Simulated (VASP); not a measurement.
# O (Fd-3m) in VASP: a series of runs

O is run at these levels: PBE; tasks: single point.

All numbers are computed with VASP 6.6.1; they aren't measurements. Logs are shortened: lines on timing, memory, paths and dates and some standing lists are left out, and cuts for length are marked.

**1. The cell of the first run**

Symmetry: Fd-3m, No. 227, cubic system. Conventional cell: a = 4.405 Å, b = 4.405 Å, c = 4.405 Å, α = 90.00°, β = 90.00°, γ = 90.00°. Within 2.5 Å of O (site symmetry -43m) lie 4 O at 1.91 Å.

**2. Single point, PBE**

The input, INCAR:

```
SYSTEM = O
PREC     = Accurate       ! precision mode
ENCUT    = 600            ! plane-wave cutoff, eV
EDIFF    = 1E-6           ! SCF threshold, eV
ISMEAR   = -1             ! smearing method
SIGMA    = 0.1            ! smearing width, eV
LREAL    = .False.        ! projectors in reciprocal space
LASPH    = .True.         ! aspherical terms in the spheres
NELM     = 120            ! most SCF steps
ALGO     = Normal         ! electronic algorithm
ISIF     = 2              ! what is computed and relaxed
LWAVE    = .False.        ! write WAVECAR
LCHARG   = .False.        ! write CHGCAR
GGA      = PE             ! functional
NBANDS   = 34             ! bands
GGA_COMPAT= .False.
```

The input, KPOINTS:

```
regular mesh
0
Gamma
  2 2 2
  0 0 0
```

The input, POSCAR:

```
O
1.0
    4.4046865400      0.0000000000      0.0000000000
    0.0000000000      4.4046865400      0.0000000000
    0.0000000000      0.0000000000      4.4046865400
O
8
Direct
    0.5000000000      0.5000000000      0.0000000000
    0.0000000000      0.0000000000      0.0000000000
    0.5000000000      0.0000000000      0.5000000000
    0.0000000000      0.5000000000      0.5000000000
    0.7500000000      0.2500000000      0.2500000000
    0.2500000000      0.7500000000      0.2500000000
    0.7500000000      0.7500000000      0.7500000000
    0.2500000000      0.2500000000      0.7500000000
```

Potentials or basis: VASP PAW PBE potentials, release 64 (O).

Started as:

```console
$ cat potpaw_PBE.64/O/POTCAR > POTCAR
$ mpirun -np 1 vasp_std > vasp.out
```

OUTCAR:

```text
SYSTEM = O
   PREC = Accurate
   ENCUT = 600
   EDIFF = 1E-6
   ISMEAR = -1
   LREAL = .False.
   LASPH = .True.
   NELM = 120
   ISIF = 2
   GGA = PE

 ion  position               nearest neighbor table
   1  0.500  0.500  0.000-   5 1.91   6 1.91   7 1.91   8 1.91
   2  0.000  0.000  0.000-   5 1.91   6 1.91   7 1.91   8 1.91
   3  0.500  0.000  0.500-   5 1.91   6 1.91   7 1.91   8 1.91
   4  0.000  0.500  0.500-   5 1.91   6 1.91   7 1.91   8 1.91
   5  0.750  0.250  0.250-   1 1.91   2 1.91   3 1.91   4 1.91
   6  0.250  0.750  0.250-   1 1.91   2 1.91   3 1.91   4 1.91
   7  0.750  0.750  0.750-   1 1.91   2 1.91   3 1.91   4 1.91
   8  0.250  0.250  0.750-   1 1.91   2 1.91   3 1.91   4 1.91

  LATTYP: Found a simple cubic cell.
 ALAT       =     4.4046865400

  Lattice vectors:

 A1 = (   4.4046865400,   0.0000000000,   0.0000000000)
 A2 = (   0.0000000000,   4.4046865400,   0.0000000000)
 A3 = (   0.0000000000,   0.0000000000,   4.4046865400)

Analysis of symmetry for initial positions (statically):
=====================================================================
 Subroutine PRICEL returns following result:

  LATTYP: Found a face centered cubic cell.
 ALAT       =     4.4046865400

  Lattice vectors:

 A1 = (   2.2023432700,  -2.2023432700,   0.0000000000)
 A2 = (   2.2023432700,   0.0000000000,   2.2023432700)
 A3 = (   0.0000000000,  -2.2023432700,   2.2023432700)

   4 primitive cells build up your supercell.

 Routine SETGRP: Setting up the symmetry group for a
 simple cubic supercell.

 Subroutine GETGRP returns: Found 48 space group operations
 (whereof 24 operations were pure point group operations)
 out of a pool of 48 trial point group operations.

The static configuration has the point symmetry T_d .
 The point group associated with its full space group is O_h .

Analysis of symmetry for dynamics (positions and initial velocities):
=====================================================================
 Subroutine PRICEL returns following result:

  LATTYP: Found a face centered cubic cell.
 ALAT       =     4.4046865400

  Lattice vectors:

 A1 = (   2.2023432700,  -2.2023432700,   0.0000000000)
 A2 = (   2.2023432700,   0.0000000000,   2.2023432700)
 A3 = (   0.0000000000,  -2.2023432700,   2.2023432700)

   4 primitive cells build up your supercell.

 Routine SETGRP: Setting up the symmetry group for a
 simple cubic supercell.

 Subroutine GETGRP returns: Found 48 space group operations
 (whereof 24 operations were pure point group operations)
 out of a pool of 48 trial point group operations.

The dynamic configuration has the point symmetry T_d .
 The point group associated with its full space group is O_h .

 Subroutine INISYM returns: Found 48 space group operations
 (whereof 24 operations are pure point group operations),
 and found     4 'primitive' translations

----------------------------------------------------------------------------------------

                                     Primitive cell

  volume of cell :      21.3641

  direct lattice vectors                    reciprocal lattice vectors
     2.202343270 -2.202343270  0.000000000     0.227030911 -0.227030911 -0.227030911
     2.202343270  0.000000000  2.202343270     0.227030911  0.227030911  0.227030911
     0.000000000 -2.202343270  2.202343270    -0.227030911 -0.227030911  0.227030911

  length of vectors
     3.114583721  3.114583721  3.114583721     0.393229074  0.393229074  0.393229074

  position of ions in fractional coordinates (direct lattice)
     0.000000000  0.000000000  0.000000000
     0.250000000  0.250000000  0.250000000

  ion indices of the primitive-cell ions
   primitive index   ion index
                 1           1
                 2           5

----------------------------------------------------------------------------------------

 KPOINTS: regular mesh

Automatic generation of k-mesh.
 Grid dimensions read from file:
 generate k-points for:    2    2    2

 Generating k-lattice:

  Cartesian coordinates                     Fractional coordinates (reciprocal lattice)
     0.113515456  0.000000000  0.000000000     0.500000000  0.000000000  0.000000000
     0.000000000  0.113515456  0.000000000     0.000000000  0.500000000  0.000000000
     0.000000000  0.000000000  0.113515456     0.000000000  0.000000000  0.500000000

  Length of vectors
     0.113515456  0.113515456  0.113515456

  Shift w.r.t. Gamma in fractional coordinates (k-lattice)
     0.000000000  0.000000000  0.000000000

 Subroutine IBZKPT returns following result:
 ===========================================

 Found      4 irreducible k-points:

 Following reciprocal coordinates:
            Coordinates               Weight
  0.000000  0.000000  0.000000      1.000000
  0.500000  0.000000  0.000000      3.000000
  0.500000  0.500000  0.000000      3.000000
  0.500000  0.500000  0.500000      1.000000
   k-points           NKPTS =      4   k-points in BZ     NKDIM =      4   number of bands    NBANDS=     34
   number of dos      NEDOS =    301   number of ions     NIONS =      8
   total plane-waves  NPLWV =  46656
   dimension x,y,z NGX =    36 NGY =   36 NGZ =   36
   dimension x,y,z NGXF=    72 NGYF=   72 NGZF=   72
   ions per type =               8
   NGX,Y,Z   is equivalent  to a cutoff of  13.59, 13.59, 13.59 a.u.
   NGXF,Y,Z  is equivalent  to a cutoff of  27.17, 27.17, 27.17 a.u.
 SYSTEM =  O
   PREC   = accura    normal or accurate (medium, high low for compatibility)
   ISTART =      0    job   : 0-new  1-cont  2-samecut
   ICHARG =      2    charge: 1-file 2-atom 10-const
   ISPIN  =      1    spin polarized calculation?
   LNONCOLLINEAR =      F non collinear calculations
   LSORBIT =      F    spin-orbit coupling
   LASPH  =      T    aspherical Exc in radial PAW
   ENCUT  =  600.0 eV  44.10 Ry    6.64 a.u.   8.80  8.80  8.80*2*pi/ulx,y,z
   NELM   =    120;   NELMIN=  2; NELMDL= -5     # of ELM steps
   EDIFF  = 0.1E-05   stopping-criterion for ELM
   LREAL  =      F    real-space projection
   EDIFFG = 0.1E-04   stopping-criterion for IOM
   NSW    =      0    number of steps for IOM
   IBRION =     -1    ionic relax: 0-MD 1-quasi-New 2-CG
   NFREE  =      0    steps in history (QN), initial steepest desc. (CG)
   ISIF   =      2    stress and relaxation
   ISYM   =      2    0-nonsym 1-usesym 2-fastsym
   POTIM  = 0.5000    time-step for ionic-motion
   TEBEG  =    0.0;   TEEND  =   0.0 temperature during run
   PSTRESS=    0.0 pullay stress
   NELECT =      48.0000    total number of electrons
   NUPDOWN=      -1.0000    fix difference up-down
   EMIN   =  10.00;   EMAX   =-10.00  energy-range for DOS
   EFERMI =   0.00;   METHOD = LEGACY
   ISMEAR =    -1;   SIGMA  =   0.10  broadening in eV -4-tet -1-fermi 0-gaus
   EFERMI_NEDOS =   21; number of points for ismear=-14 and -15
   IALGO  =     38    algorithm
   IMIX   =      4    mixing-type and parameters
     AMIX     =   0.40;   BMIX     =  1.00
     AMIX_MAG =   1.60;   BMIX_MAG =  1.00
  volume/ion in A,a.u.               =      10.68        72.09
  Fermi-wavevector in a.u.,A,eV,Ry     =   1.350746  2.552539 24.824017  1.824514
  Thomas-Fermi vector in A             =   2.478225
   LORBIT       =      0    0 simple, 1 ext, 2 COOP (PROOUT), +10 PAW based schemes
   GGA     = PE    functional components
   LHFCALC =     F    Hartree Fock is set to
   AEXX    =    0.0000 exact exchange contribution
   IVDW    =     0    specifies the selected vdW correction
   LEPSILON=     F    determine dielectric tensor
   LRPA    =     F    only Hartree local field effects (RPA)
 non-spin polarized calculation
  energy-cutoff  :      600.00
  volume of cell :       85.46
 maximum number of plane-waves:      2897
 NGX is ok and might be reduce to    36
   NGX = 17   NGY = 17   NGZ = 17

 number of electron      47.9999952 magnetization

 Free energy of the ion-electron system (eV)
  ---------------------------------------------------
  ext. energy  EPLUGINS =         0.00000000
  ---------------------------------------------------
  free energy    TOTEN  =       -24.76933953 eV

  energy without entropy =      -24.55817484  energy(sigma->0) =      -24.66375718

 E-fermi :   0.6791     XC(G=0):  -9.9390

 val. band max:        0.2850864633   @ k =   0.5000   0.5000   0.0000
 cond. band min:       0.8558598146   @ k =   0.5000   0.5000   0.5000
 fundamental gap:      0.5707733513
 Fermi energy:         0.6790772914

 k-point     1 :       0.0000    0.0000    0.0000
  band No.  band energies     occupation
      1     -20.9697      2.00000
      2     -17.6140      2.00000
      3     -17.6140      2.00000
      4     -17.6140      2.00000
      5     -17.6140      2.00000
      6     -17.6140      2.00000
[... 26 lines left out ...]
     33      10.2802      0.00000
     34      13.8648      0.00000

 k-point     2 :       0.5000    0.0000    0.0000
  band No.  band energies     occupation
      1     -20.0372      2.00000
      2     -20.0372      2.00000
      3     -17.6008      2.00000
      4     -17.6008      2.00000
      5     -17.6008      2.00000
      6     -17.6008      2.00000
[... 26 lines left out ...]
     33      12.3128      0.00000
     34      12.3128      0.00000

 k-point     3 :       0.5000    0.5000    0.0000
  band No.  band energies     occupation
      1     -19.3229      2.00000
      2     -19.3229      2.00000
      3     -19.3229      2.00000
      4     -19.3229      2.00000
      5     -15.6966      2.00000
      6     -15.6966      2.00000
[... 26 lines left out ...]
     33      13.1028      0.00000
     34      13.1028      0.00000

 k-point     4 :       0.5000    0.5000    0.5000
  band No.  band energies     occupation
      1     -19.2656      2.00000
      2     -19.2656      2.00000
      3     -19.2656      2.00000
      4     -19.2656      2.00000
      5     -15.8278      2.00000
      6     -15.8278      2.00000
[... 26 lines left out ...]
     33      13.8098      0.00000
     34      13.8098      0.00000

------------------------ aborting loop because EDIFF is reached ----------------------------------------

  FORCE on cell =-STRESS in cart. coord.  units (eV):
  Direction    XX          YY          ZZ          XY          YZ          ZX
  --------------------------------------------------------------------------------------
  -------------------------------------------------------------------------------------
  Total        0.7151929      0.7151929      0.7151929     -0.0000000     -0.0000000     -0.0000000
  in kB       13.4087642     13.4087642     13.4087642     -0.0000000     -0.0000000     -0.0000000
  external PRESSURE =      13.4087642 kB  Pullay stress =       0.0000000 kB

 VOLUME and BASIS-vectors are now :
 -----------------------------------------------------------------------------
  energy-cutoff  :      600.00
  volume of cell :       85.46
      direct lattice vectors                 reciprocal lattice vectors
     4.404686540  0.000000000  0.000000000     0.227030911  0.000000000  0.000000000
     0.000000000  4.404686540  0.000000000     0.000000000  0.227030911  0.000000000
     0.000000000  0.000000000  4.404686540     0.000000000  0.000000000  0.227030911

 POSITION                                       TOTAL-FORCE (eV/Angst)
 -----------------------------------------------------------------------------------
      2.20234      2.20234      0.00000        -0.000000     -0.000000     -0.000000
      0.00000      0.00000      0.00000        -0.000000     -0.000000     -0.000000
      2.20234      0.00000      2.20234         0.000000     -0.000000     -0.000000
      0.00000      2.20234      2.20234        -0.000000      0.000000     -0.000000
      3.30351      1.10117      1.10117        -0.000000      0.000000      0.000000
      1.10117      3.30351      1.10117         0.000000      0.000000      0.000000
      3.30351      3.30351      3.30351        -0.000000      0.000000      0.000000
      1.10117      1.10117      3.30351         0.000000     -0.000000      0.000000
 -----------------------------------------------------------------------------------
    total drift:                                0.000000     -0.000000      0.000000

  FREE ENERGIE OF THE ION-ELECTRON SYSTEM (eV)
  ---------------------------------------------------
  free  energy   TOTEN  =       -24.7693395325 eV

  energy  without entropy=      -24.5581748358  energy(sigma->0) =      -24.66375718
```

It took 5.3 s on 1 thread of Intel Xeon 6975P-C (Granite Rapids), shared host; peak memory 0.19 GiB.

Results:

```
Free energy            : -24.7693 eV
Pressure               : 1.3 GPa
Band gap on the k mesh : zero (bands 24 and 25 overlap by 1.06 eV)
```

Caveat: the k points lie up to 0.71 Å⁻¹ apart, too coarse for converged energies and pressures of a metal.

**3. Single point, PBE**

The input, INCAR:

```
PREC = Accurate
ENCUT = 600
EDIFF = 1E-6
ISMEAR = -1
SIGMA = 0.1
LREAL = False
LASPH = True
NELM = 120
ALGO = Normal
ISIF = 2
LWAVE = False
LCHARG = False
GGA = PE
NBANDS = 34
GGA_COMPAT = False
```

The input, KPOINTS:

```
Automatic mesh
0
Gamma
  2 2 2
```

POSCAR is that of step 2.

Potentials or basis: VASP PAW PBE potentials, release 64 (O).

Started as:

```console
$ cat potpaw_PBE.64/O/POTCAR > POTCAR
$ mpirun -np 1 vasp_std > vasp.out
```

It took 5.4 s on 1 thread of Intel Xeon 6975P-C (Granite Rapids), shared host; peak memory 0.19 GiB.

It converged, with:

```
Free energy            : -24.7693 eV
Pressure               : 1.3 GPa
Band gap on the k mesh : zero (bands 24 and 25 overlap by 1.06 eV)
```

Levels at points of the mesh, in eV from the Fermi level:
```
           k point  band 21  band 22  band 23  band 24  band 25  band 26  band 27  band 28
(0.00, 0.00, 0.00)    -2.41    -2.41    -2.41    -0.89    -0.89    -0.89     1.44     1.44
(0.50, 0.00, 0.00)    -1.72    -1.72    -1.72    -1.72     0.46     0.46     0.46     0.46
(0.50, 0.50, 0.00)    -0.39    -0.39    -0.39    -0.39     0.25     0.25     0.25     0.25
(0.50, 0.50, 0.50)     0.18     0.18     0.18     0.18     0.18     0.18     0.18     0.18
```

Caveat: the k points lie up to 0.71 Å⁻¹ apart, too coarse for converged energies and pressures of a metal.
